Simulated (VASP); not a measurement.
# AlSn: single point with PBEsol

The system is AlSn.

```xyz
2
Lattice="4.2534 0.0000 0.0000 -2.1267 3.6835 0.0000 0.0000 0.0000 3.3504" Properties=species:S:1:pos:R:3 pbc="T T T"
Sn    0.0000    2.4557    1.6752
Al    0.0000    0.0000    0.0000
```

This cell differs from its parent crystal: volume scaled by 1.04.

```json
{
  "Program": "VASP 6.6.1",
  "Task": "single point",
  "Functional": "PBEsol",
  "Potentials or basis": "VASP PAW PBE potentials, release 64 (Sn_d, Al)",
  "Cutoff": "520 eV",
  "k mesh": "7 × 7 × 8",
  "Occupations": "fermi-dirac, width 0.05 eV",
  "Spin": "no spin polarisation"
}
```

```json
{
  "Pressure": "-3.5 GPa"
}
```

Stress tensor (GPa, compression positive):
```
-3.42  0.00  0.00
 0.00 -3.42  0.00
 0.00  0.00 -3.76
```

Levels at points of the mesh, in eV from the Fermi level:
```tsv
k point	band 5	band 6	band 7	band 8	band 9	band 10	band 11	band 12
(0.00, 0.00, 0.00)	-21.11	-10.19	-0.18	-0.18	0.48	2.54	3.12	3.12
(0.00, 0.00, 0.50)	-21.06	-7.30	-6.01	2.63	2.63	3.54	3.54	3.55
```

It took 53 s on 1 thread of AMD EPYC 7R13 (shared host), peak memory 0.16 GiB.

Caveat: the PAW data sets were made with another functional, which shifts forces and pressure a little; spin-orbit coupling is left out, which moves the levels of the heavy elements.
